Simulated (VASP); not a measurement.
Crystal: SrAlO.

```
Sr Al O
1.0
     4.28424    0.00000    0.00000
    -2.14212    3.71026    0.00000
     0.00000    0.00000    3.57618
Sr Al O
1 1 1
Direct
  0.66667 0.33333 0.00000
  0.33333 0.66667 0.50000
  0.00000 0.00000 0.50000
```

| Quantity | Value |
| --- | --- |
| Program | VASP 6.6.1 |
| Task | relaxation of cell and atoms |
| Functional | PBE |
| Potentials or basis | VASP PAW PBE potentials, release 64 (Sr_sv, Al, O) |
| Cutoff | 600 eV |
| k mesh | 12 × 12 × 14 |
| Occupations | gaussian, width 0.1 eV |
| Spin | no spin polarisation |

At the start: pressure 1.4 GPa; volume 18.95 Å³/atom.

Question: How do energy, volume and symmetry change on relaxing?

Answer: Over 11 steps the energy falls by 204.7 meV/atom and the volume is 19.94 Å³/atom (+5.3 %); space group P-6m2 (No. 187, to 0.05 Å).

The path:
```csv
step,energy change (eV),largest force (eV/Å),pressure (GPa),volume (Å³)
1,0.0000,0.0000,1.40,56.85
2,-0.1889,0.0000,0.80,58.12
3,-0.5380,0.0000,-0.72,61.02
4,-0.3367,0.0000,-4.97,62.97
5,-0.5931,0.0000,-1.60,61.90
6,-0.5968,0.0000,-1.80,62.05
7,-0.6067,0.0000,1.54,58.39
8,-0.6122,0.0000,0.21,59.73
9,-0.6137,0.0000,0.11,59.78
10,-0.6142,0.0000,-0.03,59.85
11,-0.6142,0.0000,-0.01,59.83
```

Final structure:
```
CELL_PARAMETERS angstrom
3.81410 0.00000 0.00000
-1.90705 3.30311 0.00000
0.00000 0.00000 4.74942
ATOMIC_POSITIONS crystal
Sr 0.66667 0.33333 0.00000
Al 0.33333 0.66667 0.50000
O 0.00000 0.00000 0.50000
```

Caveat: an odd number of electrons without spin polarisation forces a metal; a magnetic or distorted state may lie lower.
